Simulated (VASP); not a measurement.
# Al (P1) in VASP: single point with LDA

Aim: the single point of Al with LDA.

All numbers are computed with VASP 6.6.1; they aren't measurements. Logs are shortened: lines on timing, memory, paths and dates and some standing lists are left out, and cuts for length are marked.

## 1. The cell of the first run

The typed cell holds 7 atoms: a = 5.512 Å, b = 5.512 Å, c = 5.512 Å, α = 109.47°, β = 109.47°, γ = 109.47°.

## 2. Single point, LDA

INCAR

```
SYSTEM = Al
PREC = Accurate
ENCUT = 400
EDIFF = 1E-6
ISMEAR = 0
SIGMA = 0.1
LREAL = .FALSE.
LASPH = .TRUE.
NELM = 120
ALGO = Normal
ISIF = 2
LWAVE = .FALSE.
LCHARG = .FALSE.
NBANDS = 20
GGA_COMPAT = .FALSE.
```

KPOINTS

```
regular mesh
0
G
  3 3 3
  0 0 0
```

POSCAR

```
Al
1.0
   -3.1824400000      3.1824400000      3.1824400000
    3.1824400000     -3.1824400000      3.1824400000
    3.1824400000      3.1824400000     -3.1824400000
Al
7
Direct
   -0.0351437890     -0.0739404356     -0.0347472380
   -0.0073940121      0.4560456756      0.0243203328
    0.0470986099      0.5483773457      0.5750856261
    0.5390247734      0.0779775895      0.0383938110
    0.4893869170     -0.0166122535      0.4899523636
    0.5013324682      0.5488240155     -0.0261522605
    0.4656953470      0.4593280627      0.4331476791
```

Potentials or basis: VASP PAW LDA potentials, release 64 (Al).

Run with:

```bash
cat potpaw_LDA.64/Al/POTCAR > POTCAR
mpirun -np 1 vasp_std > vasp.out
```

OUTCAR:

```text
SYSTEM = Al
   PREC = Accurate
   ENCUT = 400
   EDIFF = 1E-6
   ISMEAR = 0
   LREAL = .FALSE.
   LASPH = .TRUE.
   NELM = 120
   ISIF = 2

 ion  position               nearest neighbor table
   1  0.965  0.926  0.965-   6 2.73   3 2.73   2 2.76   7 2.77   2 2.77   7 2.78   4 2.84   4 2.84
                             5 3.17   5 3.22
   2  0.993  0.456  0.024-   4 2.71   5 2.75   1 2.76   1 2.77   3 2.78   5 2.79   3 2.80   6 2.80
                             7 2.81   6 2.86
   3  0.047  0.548  0.575-   6 2.72   1 2.73   4 2.74   2 2.78   2 2.80   4 2.80   7 2.81   7 2.85
                             5 3.09   5 3.32
   4  0.539  0.078  0.038-   2 2.71   7 2.72   6 2.74   3 2.74   5 2.79   5 2.79   6 2.80   3 2.80
                             1 2.84   1 2.84
   5  0.489  0.983  0.490-   2 2.75   7 2.75   7 2.78   4 2.79   2 2.79   4 2.79   6 3.09   3 3.09
                             1 3.17   1 3.22   6 3.32   3 3.32
   6  0.501  0.549  0.974-   3 2.72   1 2.73   4 2.74   7 2.78   7 2.79   4 2.80   2 2.80   2 2.86
                             5 3.09   5 3.32
   7  0.466  0.459  0.433-   4 2.72   5 2.75   1 2.77   1 2.78   6 2.78   5 2.78   6 2.79   3 2.81
                             2 2.81   3 2.85

  LATTYP: Found a body centered cubic cell.
 ALAT       =     6.3648800000

  Lattice vectors:

 A1 = (  -3.1824400000,   3.1824400000,   3.1824400000)
 A2 = (   3.1824400000,  -3.1824400000,   3.1824400000)
 A3 = (   3.1824400000,   3.1824400000,  -3.1824400000)

Analysis of symmetry for initial positions (statically):
=====================================================================
 Subroutine PRICEL returns:
 Original cell was already a primitive cell.

 Routine SETGRP: Setting up the symmetry group for a
 body centered cubic supercell.

 Subroutine GETGRP returns: Found  1 space group operations
 (whereof  1 operations were pure point group operations)
 out of a pool of 48 trial point group operations.

The static configuration has the point symmetry C_1 .

Analysis of symmetry for dynamics (positions and initial velocities):
=====================================================================
 Subroutine PRICEL returns:
 Original cell was already a primitive cell.

 Routine SETGRP: Setting up the symmetry group for a
 body centered cubic supercell.

 Subroutine GETGRP returns: Found  1 space group operations
 (whereof  1 operations were pure point group operations)
 out of a pool of 48 trial point group operations.

The dynamic configuration has the point symmetry C_1 .

 Subroutine INISYM returns: Found  1 space group operations
 (whereof  1 operations are pure point group operations),
 and found     1 'primitive' translations

----------------------------------------------------------------------------------------

                                     Primitive cell

  volume of cell :     128.9260

  direct lattice vectors                    reciprocal lattice vectors
    -3.182440000  3.182440000  3.182440000     0.000000000  0.157112153  0.157112153
     3.182440000 -3.182440000  3.182440000     0.157112153  0.000000000  0.157112153
     3.182440000  3.182440000 -3.182440000     0.157112153  0.157112153  0.000000000

  length of vectors
     5.512147772  5.512147772  5.512147772     0.222190138  0.222190138  0.222190138

  position of ions in fractional coordinates (direct lattice)
     0.964856211  0.926059564  0.965252762
     0.992605988  0.456045676  0.024320333
     0.047098610  0.548377346  0.575085626
     0.539024773  0.077977590  0.038393811
     0.489386917  0.983387747  0.489952364
     0.501332468  0.548824016  0.973847740
     0.465695347  0.459328063  0.433147679

  ion indices of the primitive-cell ions
   primitive index   ion index
                 1           1
                 2           2
                 3           3
                 4           4
                 5           5
                 6           6
                 7           7

----------------------------------------------------------------------------------------

 KPOINTS: regular mesh

Automatic generation of k-mesh.
 Grid dimensions read from file:
 generate k-points for:    3    3    3

 Generating k-lattice:

  Cartesian coordinates                     Fractional coordinates (reciprocal lattice)
     0.000000000  0.052370718  0.052370718     0.333333333  0.000000000  0.000000000
     0.052370718  0.000000000  0.052370718     0.000000000  0.333333333  0.000000000
     0.052370718  0.052370718  0.000000000     0.000000000  0.000000000  0.333333333

  Length of vectors
     0.074063379  0.074063379  0.074063379

  Shift w.r.t. Gamma in fractional coordinates (k-lattice)
     0.000000000  0.000000000  0.000000000

 Subroutine IBZKPT returns following result:
 ===========================================

 Found     14 irreducible k-points:

 Following reciprocal coordinates:
            Coordinates               Weight
  0.000000  0.000000  0.000000      1.000000
  0.333333  0.000000  0.000000      2.000000
  0.000000  0.333333  0.000000      2.000000
  0.000000  0.000000  0.333333      2.000000
  0.333333  0.000000 -0.333333      2.000000
  0.333333 -0.333333  0.000000      2.000000
  0.000000  0.333333 -0.333333      2.000000
  0.333333  0.333333  0.000000      2.000000
  0.000000  0.333333  0.333333      2.000000
  0.333333  0.000000  0.333333      2.000000
 -0.333333 -0.333333 -0.333333      2.000000
 -0.333333  0.333333  0.333333      2.000000
  0.333333 -0.333333  0.333333      2.000000
  0.333333  0.333333 -0.333333      2.000000
   k-points           NKPTS =     14   k-points in BZ     NKDIM =     14   number of bands    NBANDS=     20
   number of dos      NEDOS =    301   number of ions     NIONS =      7
   total plane-waves  NPLWV =  46656
   dimension x,y,z NGX =    36 NGY =   36 NGZ =   36
   dimension x,y,z NGXF=    72 NGYF=   72 NGZF=   72
   ions per type =               7
   NGX,Y,Z   is equivalent  to a cutoff of  10.86, 10.86, 10.86 a.u.
   NGXF,Y,Z  is equivalent  to a cutoff of  21.72, 21.72, 21.72 a.u.
 SYSTEM =  Al
   PREC   = accura    normal or accurate (medium, high low for compatibility)
   ISTART =      0    job   : 0-new  1-cont  2-samecut
   ICHARG =      2    charge: 1-file 2-atom 10-const
   ISPIN  =      1    spin polarized calculation?
   LNONCOLLINEAR =      F non collinear calculations
   LSORBIT =      F    spin-orbit coupling
   LASPH  =      T    aspherical Exc in radial PAW
   ENCUT  =  400.0 eV  29.40 Ry    5.42 a.u.   8.99  8.99  8.99*2*pi/ulx,y,z
   NELM   =    120;   NELMIN=  2; NELMDL= -5     # of ELM steps
   EDIFF  = 0.1E-05   stopping-criterion for ELM
   LREAL  =      F    real-space projection
   EDIFFG = 0.1E-04   stopping-criterion for IOM
   NSW    =      0    number of steps for IOM
   IBRION =     -1    ionic relax: 0-MD 1-quasi-New 2-CG
   NFREE  =      0    steps in history (QN), initial steepest desc. (CG)
   ISIF   =      2    stress and relaxation
   ISYM   =      2    0-nonsym 1-usesym 2-fastsym
   POTIM  = 0.5000    time-step for ionic-motion
   TEBEG  =    0.0;   TEEND  =   0.0 temperature during run
   PSTRESS=    0.0 pullay stress
   NELECT =      21.0000    total number of electrons
   NUPDOWN=      -1.0000    fix difference up-down
   EMIN   =  10.00;   EMAX   =-10.00  energy-range for DOS
   EFERMI =   0.00;   METHOD = LEGACY
   ISMEAR =     0;   SIGMA  =   0.10  broadening in eV -4-tet -1-fermi 0-gaus
   EFERMI_NEDOS =   21; number of points for ismear=-14 and -15
   IALGO  =     38    algorithm
   IMIX   =      4    mixing-type and parameters
     AMIX     =   0.40;   BMIX     =  1.00
     AMIX_MAG =   1.60;   BMIX_MAG =  1.00
  volume/ion in A,a.u.               =      18.42       124.29
  Fermi-wavevector in a.u.,A,eV,Ry     =   0.894062  1.689532 10.875778  0.799347
  Thomas-Fermi vector in A             =   2.016219
   LORBIT       =      0    0 simple, 1 ext, 2 COOP (PROOUT), +10 PAW based schemes
   GGA     = CA    functional components
   LHFCALC =     F    Hartree Fock is set to
   AEXX    =    0.0000 exact exchange contribution
   IVDW    =     0    specifies the selected vdW correction
   LEPSILON=     F    determine dielectric tensor
   LRPA    =     F    only Hartree local field effects (RPA)
 non-spin polarized calculation
 Gauss-broadening in eV      SIGMA  =   0.10
  energy-cutoff  :      400.00
  volume of cell :      128.93
 maximum number of plane-waves:      2354
   NGX = 17   NGY = 17   NGZ = 17

 number of electron      21.0000000 magnetization

 Free energy of the ion-electron system (eV)
  ---------------------------------------------------
  ext. energy  EPLUGINS =         0.00000000
  ---------------------------------------------------
  free energy    TOTEN  =       -27.93247590 eV

  energy without entropy =      -27.90944374  energy(sigma->0) =      -27.92095982

 E-fermi :   6.4001     XC(G=0):  -9.8218

 val. band max:        6.3791822609   @ k =   0.0000   0.3333   0.0000
 cond. band min:       6.4139395163   @ k =   0.0000   0.3333   0.0000
 fundamental gap:      0.0347572554
 Fermi energy:         6.4000722732

 k-point     1 :       0.0000    0.0000    0.0000
  band No.  band energies     occupation
      1      -4.0153      2.00000
      2       2.0922      2.00000
      3       2.1951      2.00000
      4       2.2128      2.00000
      5       2.8510      2.00000
      6       2.8621      2.00000
[... 12 lines left out ...]
     19      13.0390      0.00000
     20      15.0603      0.00000

 k-point     2 :       0.3333    0.0000    0.0000
  band No.  band energies     occupation
      1      -3.2502      2.00000
      2      -0.8908      2.00000
      3       1.0335      2.00000
      4       1.1840      2.00000
      5       1.9261      2.00000
      6       2.4305      2.00000
[... 12 lines left out ...]
     19      10.8660      0.00000
     20      11.5983      0.00000

 k-point     3 :       0.0000    0.3333    0.0000
  band No.  band energies     occupation
      1      -3.2536      2.00000
      2      -0.8982      2.00000
      3       1.0741      2.00000
      4       1.2585      2.00000
      5       1.9186      2.00000
      6       2.3171      2.00000
[... 12 lines left out ...]
     19      10.8280      0.00000
     20      11.5387      0.00000

 k-point     4 :       0.0000    0.0000    0.3333
  band No.  band energies     occupation
      1      -3.2564      2.00000
      2      -0.8840      2.00000
      3       1.0393      2.00000
      4       1.2749      2.00000
      5       1.9143      2.00000
      6       2.3247      2.00000
[... 12 lines left out ...]
     19      10.8787      0.00000
     20      11.4969      0.00000

 k-point     5 :       0.3333    0.0000   -0.3333
  band No.  band energies     occupation
      1      -3.2493      2.00000
      2      -0.8990      2.00000
      3       1.0499      2.00000
      4       1.1832      2.00000
      5       1.9479      2.00000
      6       2.4092      2.00000
[... 12 lines left out ...]
     19      10.8021      0.00000
     20      11.5700      0.00000
[... 123 lines left out ...]
      6       2.7417      2.00000
[... 12 lines left out ...]
     19      10.9990      0.00000
     20      11.4590      0.00000

 k-point    12 :      -0.3333    0.3333    0.3333
  band No.  band energies     occupation
      1      -2.5002      2.00000
      2      -0.6158      2.00000
      3      -0.1581      2.00000
      4      -0.0801      2.00000
      5       0.8303      2.00000
      6       2.9483      2.00000
[... 12 lines left out ...]
     19      11.0403      0.00000
     20      11.3515      0.00000

 k-point    13 :       0.3333   -0.3333    0.3333
  band No.  band energies     occupation
      1      -2.5041      2.00000
      2      -0.5853      2.00000
      3      -0.1556      2.00000
      4      -0.1017      2.00000
      5       0.8150      2.00000
      6       2.9546      2.00000
[... 12 lines left out ...]
     19      11.0422      0.00000
     20      11.3816      0.00000

 k-point    14 :       0.3333    0.3333   -0.3333
  band No.  band energies     occupation
      1      -2.4994      2.00000
      2      -0.6207      2.00000
      3      -0.1606      2.00000
      4      -0.0759      2.00000
      5       0.8344      2.00000
      6       2.9469      2.00000
[... 12 lines left out ...]
     19      11.0433      0.00000
     20      11.3500      0.00000

------------------------ aborting loop because EDIFF is reached ----------------------------------------

  FORCE on cell =-STRESS in cart. coord.  units (eV):
  Direction    XX          YY          ZZ          XY          YZ          ZX
  --------------------------------------------------------------------------------------
  -------------------------------------------------------------------------------------
  Total       -1.1164240     -1.9427410     -1.0129477     -0.0447308      0.0251568      0.0210531
  in kB      -13.8739163    -24.1426433    -12.5880059     -0.5558743      0.3126260      0.2616295
  external PRESSURE =     -16.8681885 kB  Pullay stress =       0.0000000 kB

 VOLUME and BASIS-vectors are now :
 -----------------------------------------------------------------------------
  energy-cutoff  :      400.00
  volume of cell :      128.93
      direct lattice vectors                 reciprocal lattice vectors
    -3.182440000  3.182440000  3.182440000     0.000000000  0.157112153  0.157112153
     3.182440000 -3.182440000  3.182440000     0.157112153  0.000000000  0.157112153
     3.182440000  3.182440000 -3.182440000     0.157112153  0.157112153  0.000000000

 POSITION                                       TOTAL-FORCE (eV/Angst)
 -----------------------------------------------------------------------------------
      2.94839      3.19533      2.94587         0.003870      0.000956      0.002982
     -1.63017      1.78497      4.53285        -0.002644     -0.002042     -0.001910
      3.42546      0.23489      0.06489        -0.001888      0.000990      0.006384
     -1.34507      1.58944      1.84139        -0.002117      0.000872     -0.000700
      3.13137     -0.01288      3.12777         0.002610     -0.001047     -0.004164
      3.25035      2.94807      0.24285         0.003425     -0.001848     -0.002072
      1.35820      1.39873      1.56537        -0.003256      0.002119     -0.000520
 -----------------------------------------------------------------------------------
    total drift:                                0.000016      0.000001      0.000018

  FREE ENERGIE OF THE ION-ELECTRON SYSTEM (eV)
  ---------------------------------------------------
  free  energy   TOTEN  =       -27.9324759022 eV

  energy  without entropy=      -27.9094437414  energy(sigma->0) =      -27.92095982
```

Run time: 16 s. Hardware: 1 thread of Intel Xeon Platinum 8259CL at 2.50GHz (Skylake/Cascade Lake), shared host; peak memory 0.16 GiB.

Results:

| Item | Value |
| --- | --- |
| Free energy | -27.9325 eV |
| Pressure | -1.7 GPa |
| Largest force | 0.007 eV/Å |
| Band gap on the k mesh | zero (an odd number of electrons rules out a gap without spin polarisation) |

Forces in eV/Å, atoms in the order of the input:
```
Al   0.004  0.001  0.003
Al  -0.003 -0.002 -0.002
Al  -0.002  0.001  0.006
Al  -0.002  0.001 -0.001
Al   0.003 -0.001 -0.004
Al   0.003 -0.002 -0.002
Al  -0.003  0.002 -0.001
```

Stress tensor (GPa, compression positive):
```
-1.39 -0.06  0.03
-0.06 -2.41  0.03
 0.03  0.03 -1.26
```

Caveat: the k points lie up to 0.47 Å⁻¹ apart, too coarse for converged energies and pressures of a metal.

The gap in the log of VASP goes by the Fermi energy; the results here count the filled bands.